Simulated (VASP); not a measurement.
Here is a VASP 6.6.1 calculation.

The input INCAR:

```
PREC = Accurate ; ENCUT = 500
EDIFF = 1E-6 ; ISMEAR = -1
SIGMA = 0.08 ; LREAL = False
LASPH = True ; NELM = 200
ALGO = Normal ; ISIF = 2
LWAVE = False ; LCHARG = True
LNONCOLLINEAR = True ; MAGMOM = 0 0 0 0 0 0
LORBIT = 11 ; LSORBIT = True
GGA_COMPAT = False ; LORBMOM = True
GGA = PE ; LVHAR = True
NBANDS = 40 ; KPAR = 4
```

File KPOINTS:

```
regular mesh
0
Gamma
  11 11 6
```

Contents of POSCAR:

```
Pb
1.0
    3.0386068135     -1.7503199600      0.0000000000
    3.0386068135      1.7503199600      0.0000000000
   -2.1154626375      0.0000000000      6.0952248674
Pb
2
Direct
    0.0914915900      0.0914915900      0.2737078000
    0.9085084100      0.9085084100      0.7262922000
```

Potentials or basis: VASP PAW PBE potentials, release 64 (Pb_d).

Command:

```bash
$ cat potpaw_PBE.64/Pb_d/POTCAR > POTCAR
$ mpirun -np 4 vasp_ncl > vasp.out
```

Task: Predict the net moment.

Result: 0.00 μB per cell.

Task: Predict the largest force.

Result: 0.046 eV/Å.

Task: Estimate the pressure.

Result: 1.1 GPa.

Stress tensor (GPa, compression positive):
```
 0.86  0.00 -0.02
 0.00  0.96  0.00
-0.02  0.00  1.54
```
